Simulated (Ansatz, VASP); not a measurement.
## HfN: VASP beside Ansatz

Contents of INCAR:

```
PREC = Accurate ; ENCUT = 520
EDIFF = 1E-7 ; ISMEAR = -1
SIGMA = 0.05 ; LREAL = False
LASPH = True ; NELM = 60
ALGO = Normal ; ISIF = 2
LWAVE = False ; LCHARG = False
NBANDS = 23
```

Contents of KPOINTS:

```
Automatic mesh
0
Gamma
  10 10 5
```

File POSCAR:

```
HfN
1.0
    3.1339080219      0.0000000000      0.0000000000
   -1.5669540110      2.7140439601      0.0000000000
    0.0000000000      0.0000000000      5.4167677200
Hf N
2 2
Direct
    0.3333333333      0.6666666667      0.2500000000
    0.6666666667      0.3333333333      0.7500000000
    0.0000000000      0.0000000000      0.5000000000
    0.0000000000      0.0000000000      0.0000000000
```

File input.yaml:

```yaml
crystal:
  lattice:
    - [3.1339080219, 0.0, 0.0]
    - [-1.566954011, 2.7140439601, 0.0]
    - [0.0, 0.0, 5.41676772]
  atoms:
    - { symbol: Hf, position: [0.3333333333, 0.6666666667, 0.25] }
    - { symbol: Hf, position: [0.6666666667, 0.3333333333, 0.75] }
    - { symbol: "N", position: [0.0, 0.0, 0.5] }
    - { symbol: "N", position: [0.0, 0.0, 0.0] }
hamiltonian:
  xc: lda
  pseudopotentials: { kind: paw }
kpoints:
  mp_grid: { grid: [10, 10, 5] }
  band_path:
    path:
      - [[0.0, 0.0, 0.0], [0.5, 0.0, 0.0], [0.3333333333, 0.3333333333, 0.0], [0.0, 0.0, 0.0], [0.0, 0.0, 0.5], [0.5, 0.0, 0.5], [0.3333333333, 0.3333333333, 0.5], [0.0, 0.0, 0.5]]
      - [[0.5, 0.0, 0.5], [0.5, 0.0, 0.0]]
      - [[0.3333333333, 0.3333333333, 0.0], [0.3333333333, 0.3333333333, 0.5]]
    npoints: 14
scf:
  occupations: { method: fermi_dirac, width: 0.05 }
  n_extra_bands: 10
output:
  forces: true
  stress: true
  eigenvalues: true
  fatbands: true
```

Alike in both runs: functional LDA; k mesh 10 × 10 × 5; occupations fermi-dirac, width 0.05 eV; no spin polarisation.

```csv
,VASP,Ansatz
version,VASP 6.6.1,Ansatz 0.2.0
potentials or method,"VASP PAW LDA potentials, release 64 (Hf_pv, N)",Ansatz PAW
plane-wave cutoff (eV),520,420
valence electrons in the cell,30,62
task,single point,band structure
```

|  | VASP | Ansatz | Ansatz less VASP |
| --- | --- | --- | --- |
| gap on the k mesh at the Fermi level (eV) | none | none | - |
| pressure (GPa) | -10.1 | -9.0 | +1.14 |
| traceless stress, the component that is largest in VASP (GPa) | -0.45 | -0.48 | -0.035 |

LDA's correlation is that of Perdew and Zunger in VASP and of Perdew and Wang (1992) in Ansatz. A gap of «none» marks a metal or a gap that the smearing closes. VASP's potentials hold 30 valence electrons a cell and Ansatz's 62, so a difference there can come from the potentials and not from the codes.

Spin-orbit coupling is off throughout.
